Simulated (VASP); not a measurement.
The system is Fe.

```
CELL_PARAMETERS angstrom
-1.36970 1.36970 1.36970
1.36970 -1.36970 1.36970
1.36970 1.36970 -1.36970
ATOMIC_POSITIONS crystal
Fe 0.00000 0.00000 0.00000
```

This cell differs from its parent crystal: volume scaled by 0.980.

Base run:

```yaml
Program: VASP 6.6.1
Functional: PBE
Potentials_or_basis: VASP PAW PBE potentials, release 64 (Fe)
Cutoff: 520 eV
k_mesh: 22 × 22 × 22
Occupations: gaussian, width 0.05 eV
Spin: no spin polarisation
```

Its results: band gap on the k mesh zero (band 4 reaches 8.03 eV, above the bottom of band 5 at 5.86 eV); pressure 4.3 GPa.

Task: The run is repeated on the same cell with these changes: potentials or basis from VASP PAW PBE potentials, release 64 (Fe) to VASP PAW PBE potentials, release 64 (Fe_sv); cutoff from 520 eV to 600 eV; further incar settings from ALGO = Normal; EDIFF = 1e-06; NBANDS = 10 to ALGO = Normal; EDIFF = 1e-06; NBANDS = 14; valence electrons from 8 to 16. What comes out?

Result: Band gap on the k mesh zero (band 8 reaches 15.01 eV, above the bottom of band 9 at 12.81 eV); pressure 1.6 GPa.

Caveats: the run has no spin polarisation, though such a crystal can be magnetic.
